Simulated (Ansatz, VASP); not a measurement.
# CdO2 in VASP and in Ansatz

```xyz
3
Lattice="3.5929 0.0000 0.0000 -1.7965 3.1116 0.0000 0.0000 0.0000 2.9977" Properties=species:S:1:pos:R:3 pbc="T T T"
Cd    0.0000    0.0000    0.0000
O     0.0000    2.0744    1.4988
O     1.7965    1.0372    1.4988
```

Alike in both runs: functional r2SCAN; k mesh 15 × 15 × 16; occupations gaussian, width 0.1 eV; no spin polarisation.

Ansatz relaxed the structure, and its values are those at the end. VASP's run is a single point on that final structure, the one shown.

```csv
,VASP,Ansatz
version,VASP 6.6.1,Ansatz 0.2.0
potentials or method,"VASP PAW PBE potentials, release 64 (Cd, O), cutoff 520 eV","scalar-relativistic, plane waves, PAW"
valence electrons in the cell,24,32
```

```csv
,VASP,Ansatz,Ansatz less VASP
gap on the k mesh at the Fermi level (eV),none,none,-
pressure (GPa),1.1,0.0,-1.06
```

VASP's potentials were made for PBE, not for r2SCAN. A gap of «none» marks a metal or a gap that the smearing closes. VASP's potentials hold 24 valence electrons a cell and Ansatz's 32, so a difference there can come from the potentials and not from the codes.
